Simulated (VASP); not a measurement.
# N (P4_2/mnm) in VASP: further runs

N is run at these levels: r2SCAN; tasks: single point, relaxation of cell and atoms.

All numbers are computed with VASP 6.6.1; they aren't measurements. Logs are shortened: lines on timing, memory, paths and dates and some standing lists are left out, and cuts for length are marked.

## 1. The cell of the first run

The structure is tetragonal, space group P4_2/mnm (No. 136). The conventional cell has a = 4.163 Å, b = 4.163 Å, c = 5.407 Å, α = 90.00°, β = 90.00°, γ = 90.00°. Within 1.5 Å of N (site symmetry m2m) lie 1 N at 1.09 Å.

## 2. Single point, r2SCAN

POSCAR

```
N
1.0
    4.1625199390      0.0000000000      0.0000000000
    0.0000000000      4.1625199390      0.0000000000
    0.0000000000      0.0000000000      5.4071058188
N
4
Direct
    0.9071255825      0.9071255825      0.0000000000
    0.5928744175      0.4071255825      0.5000000000
    0.0928744175      0.0928744175      0.0000000000
    0.4071255825      0.5928744175      0.5000000000
```

INCAR.step1

```
SYSTEM = N
  PREC = Accurate
  ENCUT = 520
  ISMEAR = 0
  SIGMA = 0.1
  LREAL = .False.
  LASPH = .True.
  NELM = 100
  NBANDS = 18
  GGA = PE
  ALGO = Normal
  EDIFF = 1E-4
  LWAVE = .True.
  LCHARG = .False.
```

INCAR.step2

```
SYSTEM = N
  PREC = Accurate
  ENCUT = 520
  EDIFF = 1E-6
  ISMEAR = 0
  SIGMA = 0.1
  LREAL = .False.
  LASPH = .True.
  NELM = 100
  ALGO = Normal
  ISIF = 2
  LWAVE = .False.
  LCHARG = .False.
  METAGGA = R2SCAN
  LMIXTAU = .True.
  NBANDS = 18
  ISTART = 1
```

KPOINTS

```
regular mesh
0
Gamma
  4 4 4
  0 0 0
```

Potentials or basis: VASP PAW PBE potentials, release 64 (N).

Launch:

```bash
$ cat potpaw_PBE.64/N/POTCAR > POTCAR
$ cp INCAR.step1 INCAR
$ mpirun -np 1 vasp_std > vasp.out
$ cp INCAR.step2 INCAR
$ mpirun -np 1 vasp_std > vasp.out
```

OUTCAR:

```text
SYSTEM = N
   PREC = Accurate
   ENCUT = 520
   EDIFF = 1E-6
   ISMEAR = 0
   LREAL = .False.
   LASPH = .True.
   NELM = 100
   ISIF = 2
   METAGGA = R2SCAN
   ISTART = 1

 ion  position               nearest neighbor table
   1  0.907  0.907  0.000-   3 1.09
   2  0.593  0.407  0.500-   4 1.09
   3  0.093  0.093  0.000-   1 1.09
   4  0.407  0.593  0.500-   2 1.09

  LATTYP: Found a simple tetragonal cell.
 ALAT       =     4.1625199390
 C/A-ratio  =     1.2989981785

  Lattice vectors:

 A1 = (   4.1625199390,   0.0000000000,   0.0000000000)
 A2 = (   0.0000000000,   4.1625199390,   0.0000000000)
 A3 = (   0.0000000000,   0.0000000000,   5.4071058188)

Analysis of symmetry for initial positions (statically):
=====================================================================
 Subroutine PRICEL returns:
 Original cell was already a primitive cell.

 Routine SETGRP: Setting up the symmetry group for a
 simple tetragonal supercell.

 Subroutine GETGRP returns: Found 16 space group operations
 (whereof  8 operations were pure point group operations)
 out of a pool of 16 trial point group operations.

The static configuration has the point symmetry D_2h.
 The point group associated with its full space group is D_4h.

Analysis of symmetry for dynamics (positions and initial velocities):
=====================================================================
 Subroutine PRICEL returns:
 Original cell was already a primitive cell.

 Routine SETGRP: Setting up the symmetry group for a
 simple tetragonal supercell.

 Subroutine GETGRP returns: Found 16 space group operations
 (whereof  8 operations were pure point group operations)
 out of a pool of 16 trial point group operations.

The dynamic configuration has the point symmetry D_2h.
 The point group associated with its full space group is D_4h.

 Subroutine INISYM returns: Found 16 space group operations
 (whereof  8 operations are pure point group operations),
 and found     1 'primitive' translations

----------------------------------------------------------------------------------------

                                     Primitive cell

  volume of cell :      93.6866

  direct lattice vectors                    reciprocal lattice vectors
     4.162519939  0.000000000  0.000000000     0.240239089  0.000000000  0.000000000
     0.000000000  4.162519939  0.000000000     0.000000000  0.240239089  0.000000000
     0.000000000  0.000000000  5.407105819     0.000000000  0.000000000  0.184941822

  length of vectors
     4.162519939  4.162519939  5.407105819     0.240239089  0.240239089  0.184941822

  position of ions in fractional coordinates (direct lattice)
     0.907125583  0.907125583  0.000000000
     0.592874417  0.407125583  0.500000000
     0.092874417  0.092874417  0.000000000
     0.407125583  0.592874417  0.500000000

  ion indices of the primitive-cell ions
   primitive index   ion index
                 1           1
                 2           2
                 3           3
                 4           4

----------------------------------------------------------------------------------------

 KPOINTS: regular mesh

Automatic generation of k-mesh.
 Grid dimensions read from file:
 generate k-points for:    4    4    4

 Generating k-lattice:

  Cartesian coordinates                     Fractional coordinates (reciprocal lattice)
     0.060059772  0.000000000  0.000000000     0.250000000  0.000000000  0.000000000
     0.000000000  0.060059772  0.000000000     0.000000000  0.250000000  0.000000000
     0.000000000  0.000000000  0.046235455     0.000000000  0.000000000  0.250000000

  Length of vectors
     0.060059772  0.060059772  0.046235455

  Shift w.r.t. Gamma in fractional coordinates (k-lattice)
     0.000000000  0.000000000  0.000000000

 Subroutine IBZKPT returns following result:
 ===========================================

 Found     18 irreducible k-points:

 Following reciprocal coordinates:
            Coordinates               Weight
  0.000000  0.000000  0.000000      1.000000
  0.250000  0.000000  0.000000      4.000000
  0.500000  0.000000  0.000000      2.000000
  0.250000  0.250000  0.000000      4.000000
  0.500000  0.250000  0.000000      4.000000
  0.500000  0.500000  0.000000      1.000000
[... 10 lines left out ...]
  0.500000  0.250000  0.500000      4.000000
  0.500000  0.500000  0.500000      1.000000
   k-points           NKPTS =     18   k-points in BZ     NKDIM =     18   number of bands    NBANDS=     18
   number of dos      NEDOS =    301   number of ions     NIONS =      4
   total plane-waves  NPLWV =  40960
   dimension x,y,z NGX =    32 NGY =   32 NGZ =   40
   dimension x,y,z NGXF=    64 NGYF=   64 NGZF=   80
   ions per type =               4
   NGX,Y,Z   is equivalent  to a cutoff of  12.78, 12.78, 12.30 a.u.
   NGXF,Y,Z  is equivalent  to a cutoff of  25.56, 25.56, 24.60 a.u.
 SYSTEM =  N
   PREC   = accura    normal or accurate (medium, high low for compatibility)
   ISTART =      1    job   : 0-new  1-cont  2-samecut
   ICHARG =      0    charge: 1-file 2-atom 10-const
   ISPIN  =      1    spin polarized calculation?
   LNONCOLLINEAR =      F non collinear calculations
   LSORBIT =      F    spin-orbit coupling
   LASPH  =      T    aspherical Exc in radial PAW
   ENCUT  =  520.0 eV  38.22 Ry    6.18 a.u.   7.74  7.74 10.05*2*pi/ulx,y,z
   NELM   =    100;   NELMIN=  2; NELMDL=  0     # of ELM steps
   EDIFF  = 0.1E-05   stopping-criterion for ELM
   LREAL  =      F    real-space projection
   EDIFFG = 0.1E-04   stopping-criterion for IOM
   NSW    =      0    number of steps for IOM
   IBRION =     -1    ionic relax: 0-MD 1-quasi-New 2-CG
   NFREE  =      0    steps in history (QN), initial steepest desc. (CG)
   ISIF   =      2    stress and relaxation
   ISYM   =      2    0-nonsym 1-usesym 2-fastsym
   POTIM  = 0.5000    time-step for ionic-motion
   TEBEG  =    0.0;   TEEND  =   0.0 temperature during run
   PSTRESS=    0.0 pullay stress
   NELECT =      20.0000    total number of electrons
   NUPDOWN=      -1.0000    fix difference up-down
   EMIN   =  10.00;   EMAX   =-10.00  energy-range for DOS
   EFERMI =   0.00;   METHOD = LEGACY
   ISMEAR =     0;   SIGMA  =   0.10  broadening in eV -4-tet -1-fermi 0-gaus
   EFERMI_NEDOS =   21; number of points for ismear=-14 and -15
   IALGO  =     38    algorithm
   IMIX   =      4    mixing-type and parameters
     AMIX     =   0.40;   BMIX     =  1.00
     AMIX_MAG =   1.60;   BMIX_MAG =  1.00
  volume/ion in A,a.u.               =      23.42       158.06
  Fermi-wavevector in a.u.,A,eV,Ry     =   0.978421  1.848947 13.024955  0.957307
  Thomas-Fermi vector in A             =   2.109195
   LORBIT       =      0    0 simple, 1 ext, 2 COOP (PROOUT), +10 PAW based schemes
   METAGGA = R2SCAN    functional components
   LHFCALC =     F    Hartree Fock is set to
   AEXX    =    0.0000 exact exchange contribution
   IVDW    =     0    specifies the selected vdW correction
   LEPSILON=     F    determine dielectric tensor
   LRPA    =     F    only Hartree local field effects (RPA)
 non-spin polarized calculation
 Gauss-broadening in eV      SIGMA  =   0.10
  energy-cutoff  :      520.00
  volume of cell :       93.69
 maximum number of plane-waves:      2548
 NGX is ok and might be reduce to    32
   NGX = 15   NGY = 15   NGZ = 21

 number of electron      19.9999997 magnetization

 Free energy of the ion-electron system (eV)
  ---------------------------------------------------
  ext. energy  EPLUGINS =         0.00000000
  ---------------------------------------------------
  free energy    TOTEN  =       -36.46490132 eV

  energy without entropy =      -36.46490132  energy(sigma->0) =      -36.46490132

 E-fermi :  -6.7026     XC(G=0):  -6.4140

 val. band max:       -7.1800262168   @ k =   0.5000   0.5000   0.5000
 cond. band min:       0.6378568835   @ k =   0.0000   0.0000   0.0000
 fundamental gap:      7.8178831003
 Fermi energy:        -6.7025735429

 k-point     1 :       0.0000    0.0000    0.0000
  band No.  band energies     occupation
      1     -26.6342      2.00000
      2     -26.5831      2.00000
      3     -10.7546      2.00000
      4     -10.7546      2.00000
      5      -9.0903      2.00000
      6      -8.5991      2.00000
[... 10 lines left out ...]
     17       7.9179      0.00000
     18      11.6687      0.00000

 k-point     2 :       0.2500    0.0000    0.0000
  band No.  band energies     occupation
      1     -26.6220      2.00000
      2     -26.5858      2.00000
      3     -10.8554      2.00000
      4     -10.8520      2.00000
      5      -8.9921      2.00000
      6      -8.7585      2.00000
[... 10 lines left out ...]
     17       8.3119      0.00000
     18       9.9796      0.00000

 k-point     3 :       0.5000    0.0000    0.0000
  band No.  band energies     occupation
      1     -26.5992      2.00000
      2     -26.5992      2.00000
      3     -10.9516      2.00000
      4     -10.9516      2.00000
      5      -8.7799      2.00000
      6      -8.7799      2.00000
[... 10 lines left out ...]
     17       9.4588      0.00000
     18       9.4588      0.00000

 k-point     4 :       0.2500    0.2500    0.0000
  band No.  band energies     occupation
      1     -26.6119      2.00000
      2     -26.5863      2.00000
      3     -10.9461      2.00000
      4     -10.9276      2.00000
      5      -8.9152      2.00000
      6      -8.8437      2.00000
[... 249 lines left out ...]
      4     -10.9147      2.00000
      5      -9.0305      2.00000
      6      -8.7768      2.00000
[... 10 lines left out ...]
     17       8.9247      0.00000
     18       9.4761      0.00000

 k-point    17 :       0.5000    0.2500    0.5000
  band No.  band energies     occupation
      1     -26.5943      2.00000
      2     -26.5943      2.00000
      3     -11.0166      2.00000
      4     -11.0166      2.00000
      5      -8.9456      2.00000
      6      -8.9456      2.00000
[... 10 lines left out ...]
     17       8.6513      0.00000
     18       8.6513      0.00000

 k-point    18 :       0.5000    0.5000    0.5000
  band No.  band energies     occupation
      1     -26.5896      2.00000
      2     -26.5896      2.00000
      3     -11.0733      2.00000
      4     -11.0733      2.00000
      5      -8.9363      2.00000
      6      -8.9363      2.00000
[... 10 lines left out ...]
     17       8.4518      0.00000
     18       8.4518      0.00000

------------------------ aborting loop because EDIFF is reached ----------------------------------------

  FORCE on cell =-STRESS in cart. coord.  units (eV):
  Direction    XX          YY          ZZ          XY          YZ          ZX
  --------------------------------------------------------------------------------------
  -------------------------------------------------------------------------------------
  Total        2.2632662      2.2632662     -0.1909402      0.0000000      0.0000000      0.0000000
  in kB       38.7051448     38.7051448     -3.2653546      0.0000000      0.0000000      0.0000000
  external PRESSURE =      24.7149783 kB  Pullay stress =       0.0000000 kB

 VOLUME and BASIS-vectors are now :
 -----------------------------------------------------------------------------
  energy-cutoff  :      520.00
  volume of cell :       93.69
      direct lattice vectors                 reciprocal lattice vectors
     4.162519939  0.000000000  0.000000000     0.240239089  0.000000000  0.000000000
     0.000000000  4.162519939  0.000000000     0.000000000  0.240239089  0.000000000
     0.000000000  0.000000000  5.407105819     0.000000000  0.000000000  0.184941822

 POSITION                                       TOTAL-FORCE (eV/Angst)
 -----------------------------------------------------------------------------------
      3.77593      3.77593      0.00000        -1.592280     -1.592280     -0.000000
      2.46785      1.69467      2.70355         1.592280     -1.592280     -0.000000
      0.38659      0.38659      0.00000         1.592280      1.592280      0.000000
      1.69467      2.46785      2.70355        -1.592280      1.592280      0.000000
 -----------------------------------------------------------------------------------
    total drift:                               -0.000000      0.000000      0.000000

  FREE ENERGIE OF THE ION-ELECTRON SYSTEM (eV)
  ---------------------------------------------------
  free  energy   TOTEN  =       -36.4649013202 eV

  energy  without entropy=      -36.4649013202  energy(sigma->0) =      -36.46490132
```

Run time: 38 s. Hardware: 1 thread of Intel Xeon 6975P-C (Granite Rapids), shared host; peak memory 0.19 GiB.

Results:

```
Free energy            : -36.4649 eV
Pressure               : 2.5 GPa
Largest force          : 2.252 eV/Å
Band gap on the k mesh : 7.82 eV (least direct gap 7.98 eV)
```

Forces on the atoms (eV/Å):
```
N   -1.592 -1.592  0.000
N    1.592 -1.592  0.000
N    1.592  1.592  0.000
N   -1.592  1.592  0.000
```

Stress tensor (GPa, compression positive):
```
 3.87  0.00  0.00
 0.00  3.87  0.00
 0.00  0.00 -0.33
```

Levels at points of the mesh, in eV from the valence-band top:
| k point | band 6 | band 7 | band 8 | band 9 | band 10 | band 11 | band 12 | band 13 | band 14 | band 15 |
| --- | --- | --- | --- | --- | --- | --- | --- | --- | --- | --- |
| (0.00, 0.00, 0.00) | -1.42 | -1.42 | -1.33 | -0.87 | -0.16 | 7.82 | 8.69 | 9.02 | 9.02 | 11.95 |
| (0.50, 0.00, 0.00) | -1.60 | -1.59 | -1.59 | -0.20 | -0.20 | 8.81 | 8.81 | 8.82 | 8.82 | 12.96 |
| (0.50, 0.50, 0.00) | -1.72 | -1.55 | -1.55 | -0.03 | -0.03 | 8.60 | 8.60 | 9.55 | 9.55 | 13.28 |
| (0.00, 0.00, 0.50) | -1.75 | -1.43 | -1.43 | -0.38 | -0.38 | 8.23 | 8.23 | 9.01 | 9.01 | 12.84 |
| (0.50, 0.00, 0.50) | -1.73 | -1.41 | -1.41 | -0.24 | -0.24 | 8.45 | 8.45 | 9.12 | 9.12 | 13.52 |
| (0.50, 0.50, 0.50) | -1.76 | -1.58 | -1.58 | 0.00 | 0.00 | 8.62 | 8.62 | 9.55 | 9.55 | 13.80 |

Caveat: the standard files for N, O and F lose accuracy on very short bonds; the PAW data sets were made with another functional, which shifts forces and pressure a little. A k mesh can miss the band edges.

## 3. Single point, r2SCAN

POSCAR

```
N
1.0
    4.1659439138      0.0000000000      0.0000000000
    0.0000000000      4.1659439138      0.0000000000
    0.0000000000      0.0000000000      5.4077425758
N
4
Direct
    0.9072354121      0.9072354121      0.0000000000
    0.5927645879      0.4072354121      0.5000000000
    0.0927645879      0.0927645879      0.0000000000
    0.4072354121      0.5927645879      0.5000000000
```

INCAR.step1

```
PREC = Accurate
ENCUT = 520
ISMEAR = 0
SIGMA = 0.02
LREAL = F
LASPH = T
NELM = 80
NBANDS = 18
GGA = PE
ALGO = Normal
EDIFF = 1E-4
LWAVE = T
LCHARG = F
```

INCAR.step2

```
PREC = Accurate
ENCUT = 520
EDIFF = 1E-6
ISMEAR = 0
SIGMA = 0.02
LREAL = F
LASPH = T
NELM = 80
ALGO = Normal
ISIF = 2
LWAVE = F
LCHARG = F
METAGGA = R2SCAN
LMIXTAU = T
NBANDS = 18
ISTART = 1
```

KPOINTS

```
regular mesh
0
Gamma
  6 6 4
```

Potentials or basis: VASP PAW PBE potentials, release 64 (N).

Launch:

```bash
$ cat potpaw_PBE.64/N/POTCAR > POTCAR
$ cp INCAR.step1 INCAR
$ mpirun -np 1 vasp_std > vasp.out
$ cp INCAR.step2 INCAR
$ mpirun -np 1 vasp_std > vasp.out
```

Wall time 54 s (1 thread of Intel Xeon 6975P-C (Granite Rapids), shared host); peak memory 0.21 GiB.

The run converged. Its results:

```yaml
Free_energy: -36.4632 eV
Pressure: 2.5 GPa
Largest_force: 2.321 eV/Å
Band_gap_on_the_k_mesh: 7.83 eV (least direct gap 7.98 eV)
```

Forces on the atoms (eV/Å):
```
N   -1.641 -1.641  0.000
N    1.641 -1.641  0.000
N    1.641  1.641  0.000
N   -1.641  1.641  0.000
```

Stress tensor (GPa, compression positive):
```
 3.99  0.00  0.00
 0.00  3.99  0.00
 0.00  0.00 -0.33
```

Levels at points of the mesh, in eV from the valence-band top:
| k point | band 8 | band 9 | band 10 | band 11 | band 12 | band 13 |
| --- | --- | --- | --- | --- | --- | --- |
| (0.00, 0.00, 0.00) | -1.33 | -0.87 | -0.16 | 7.83 | 8.70 | 9.03 |
| (0.50, 0.00, 0.00) | -1.59 | -0.20 | -0.20 | 8.82 | 8.82 | 8.83 |
| (0.50, 0.50, 0.00) | -1.55 | -0.03 | -0.03 | 8.61 | 8.61 | 9.55 |
| (0.00, 0.00, 0.50) | -1.43 | -0.38 | -0.38 | 8.24 | 8.24 | 9.01 |
| (0.50, 0.00, 0.50) | -1.42 | -0.24 | -0.24 | 8.46 | 8.46 | 9.13 |
| (0.50, 0.50, 0.50) | -1.58 | 0.00 | 0.00 | 8.62 | 8.62 | 9.55 |

Caveat: the standard files for N, O and F lose accuracy on very short bonds; the PAW data sets were made with another functional, which shifts forces and pressure a little. A k mesh can miss the band edges.

## 4. Relaxation of cell and atoms, r2SCAN

This run uses another cell than the first one, of 22.29 Å³/atom.

POSCAR

```
N
1.0
    4.0840619700      0.0000000000      0.0000000000
    0.0000000000      4.0840619700      0.0000000000
    0.0000000000      0.0000000000      5.3459132500
N
4
Direct
    0.9042752000      0.9042752000      0.0000000000
    0.5957248000      0.4042752000      0.5000000000
    0.0957248000      0.0957248000      0.0000000000
    0.4042752000      0.5957248000      0.5000000000
```

INCAR.step1

```
SYSTEM = N
  ALGO = Normal
  EDIFF = 1E-4
  ENCUT = 600
  GGA = PE
  ISMEAR = 0
  LASPH = .True.
  LCHARG = .False.
  LREAL = .False.
  LWAVE = .True.
  NELM = 60
  PREC = Accurate
  SIGMA = 0.1
```

INCAR.step2

```
SYSTEM = N
  ALGO = Normal
  EDIFF = 1E-6
  EDIFFG = -0.04
  ENCUT = 600
  IBRION = 2
  ISIF = 3
  ISMEAR = 0
  ISTART = 1
  LASPH = .True.
  LCHARG = .False.
  LMIXTAU = .True.
  LREAL = .False.
  LWAVE = .False.
  METAGGA = R2SCAN
  NELM = 60
  NSW = 90
  PREC = Accurate
  SIGMA = 0.1
```

KPOINTS

```
k-points
0
Gamma
  4 4 4
  0 0 0
```

Launch:

```bash
$ cat potpaw_PBE.64/N/POTCAR > POTCAR
$ cp INCAR.step1 INCAR
$ mpirun -np 1 vasp_std > vasp.out
$ cp INCAR.step2 INCAR
$ mpirun -np 1 vasp_std > vasp.out
```

Wall time 95 s (1 thread of Intel Xeon 6975P-C (Granite Rapids), shared host); peak memory 0.25 GiB.

Results (log left out):

```
Free energy               : -36.5075 eV
Energy gained by relaxing : 0.0 meV/atom
Ionic steps               : 3
Pressure after relaxing   : 0.0 GPa
Band gap on the k mesh    : 7.55 eV (least direct gap 7.76 eV)
```

Final structure:
```
N
1.0
     4.08414    0.00000    0.00000
     0.00000    4.08414    0.00000
     0.00000    0.00000    5.34589
N
4
Direct
  0.90425 0.90425 0.00000
  0.59575 0.40425 0.50000
  0.09575 0.09575 0.00000
  0.40425 0.59575 0.50000
```

Levels at points of the mesh, in eV from the valence-band top:
```
           k point  band 6  band 7  band 8  band 9  band 10  band 11  band 12  band 13  band 14
(0.00, 0.00, 0.00)   -1.32   -1.32   -1.22   -0.97    -0.20     7.55     8.46     8.84     8.84
(0.50, 0.00, 0.00)   -1.54   -1.52   -1.52   -0.22    -0.22     8.62     8.62     8.63     8.63
(0.50, 0.50, 0.00)   -1.68   -1.47   -1.47   -0.04    -0.04     8.38     8.38     9.41     9.41
(0.00, 0.00, 0.50)   -1.73   -1.33   -1.33   -0.41    -0.41     7.98     7.98     8.82     8.82
(0.50, 0.00, 0.50)   -1.68   -1.32   -1.32   -0.28    -0.28     8.24     8.24     8.94     8.94
(0.50, 0.50, 0.50)   -1.72   -1.51   -1.51    0.00     0.00     8.42     8.42     9.41     9.41
```

Caveat: the standard files for N, O and F lose accuracy on very short bonds; the PAW data sets were made with another functional, which shifts forces and pressure a little. A k mesh can miss the band edges.

## 5. The runs side by side

```csv
task,cell,k mesh,cutoff (eV),smearing,gap on the mesh (eV),pressure (GPa),largest force (eV/Å)
single point,"a = 4.163, b = 4.163, c = 5.407 Å, 4 atoms, atomic positions A",4 × 4 × 4,520,gaussian 0.1 eV,7.82,2.5,2.25
single point,"a = 4.166, b = 4.166, c = 5.408 Å, 4 atoms, atomic positions B",6 × 6 × 4,520,gaussian 0.02 eV,7.83,2.5,2.32
relaxation of cell and atoms,"relaxed from a = 4.084, b = 4.084, c = 5.346 Å, 4 atoms, atomic positions C",4 × 4 × 4,600,gaussian 0.1 eV,7.55,0.0,-
```

Alike in all rows: level r2SCAN; potentials or basis VASP PAW PBE potentials, release 64 (N); no spin polarisation.

Caveats: the standard files for N, O and F lose accuracy on very short bonds; the PAW data sets were made with another functional, which shifts forces and pressure a little.

Absolute energies hang on the potentials; compare differences alone.
